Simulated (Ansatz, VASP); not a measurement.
# One calculation of Mg2CdSe3, two programs

Contents of INCAR:

```
PREC = Accurate
ENCUT = 520
EDIFF = 1E-7
ISMEAR = 0
SIGMA = 0.1
LREAL = F
LASPH = T
NELM = 60
ALGO = Normal
ISIF = 2
LWAVE = F
LCHARG = T
GGA = PE
LELF = T
LVHAR = T
NBANDS = 46
```

KPOINTS

```
Automatic mesh
0
Gamma
  6 6 1
```

Contents of POSCAR:

```
Mg2CdSe3
1.0
    4.3008488919      0.0000000000      0.0000000000
   -2.1504244459      3.7246443983      0.0000000000
    0.0000000000      0.0000000000     20.8766175283
Mg Cd Se
4 2 6
Direct
    0.6666666667      0.3333333333      0.1673957153
    0.6666666667      0.3333333333      0.8302598496
    0.3333333333      0.6666666667      0.3302598496
    0.3333333333      0.6666666667      0.6673957153
    0.6666666667      0.3333333333      0.5009146723
    0.3333333333      0.6666666667      0.0009146723
    0.6666666667      0.3333333333      0.2919488533
    0.6666666667      0.3333333333      0.6293914004
    0.6666666667      0.3333333333      0.9550895092
    0.3333333333      0.6666666667      0.1293914004
    0.3333333333      0.6666666667      0.4550895092
    0.3333333333      0.6666666667      0.7919488533
```

Input for Ansatz:

```yaml
crystal:
  lattice:
    - [4.3008488919, 0.0, 0.0]
    - [-2.1504244459, 3.7246443983, 0.0]
    - [0.0, 0.0, 20.8766175283]
  atoms:
    - { symbol: Mg, position: [0.6666666667, 0.3333333333, 0.1673957153] }
    - { symbol: Mg, position: [0.6666666667, 0.3333333333, 0.8302598496] }
    - { symbol: Mg, position: [0.3333333333, 0.6666666667, 0.3302598496] }
    - { symbol: Mg, position: [0.3333333333, 0.6666666667, 0.6673957153] }
    - { symbol: Cd, position: [0.6666666667, 0.3333333333, 0.5009146723] }
    - { symbol: Cd, position: [0.3333333333, 0.6666666667, 0.0009146723] }
    - { symbol: Se, position: [0.6666666667, 0.3333333333, 0.2919488533] }
    - { symbol: Se, position: [0.6666666667, 0.3333333333, 0.6293914004] }
    - { symbol: Se, position: [0.6666666667, 0.3333333333, 0.9550895092] }
    - { symbol: Se, position: [0.3333333333, 0.6666666667, 0.1293914004] }
    - { symbol: Se, position: [0.3333333333, 0.6666666667, 0.4550895092] }
    - { symbol: Se, position: [0.3333333333, 0.6666666667, 0.7919488533] }
basis:
  ecutwfc: 420
kpoints:
  mp_grid: { grid: [6, 6, 1] }
hamiltonian:
  xc: pbe
scf:
  occupations: { method: gaussian, width: 0.1 }
  lower_state_search: "off"
output:
  forces: true
  stress: true
  eigenvalues: true
```

Alike in both runs: task single point; functional PBE; k mesh 6 × 6 × 1; occupations gaussian, width 0.1 eV; no spin polarisation.

|  | VASP | Ansatz |
| --- | --- | --- |
| version | VASP 6.6.1 | Ansatz 0.2.0 |
| potentials or method | VASP PAW PBE potentials, release 64 (Mg, Cd, Se), cutoff 520 eV | scalar-relativistic, plane waves, PAW |
| valence electrons in the cell | 68 | 176 |

|  | VASP | Ansatz | Ansatz less VASP |
| --- | --- | --- | --- |
| gap on the k mesh at the Fermi level (eV) | 1.54 | 1.55 | +0.004 |
| least direct gap on the mesh (eV) | 1.54 | 1.55 | +0.004 |
| pressure (GPa) | 0.1 | 0.0 | -0.06 |
| rms of the force components (eV/Å) | 0.011 | 0.001 | -0.0104 |

Atom by atom the forces differ by 0.010 eV/Å (rms over components). VASP's potentials hold 68 valence electrons a cell and Ansatz's 176, so a difference there can come from the potentials and not from the codes.
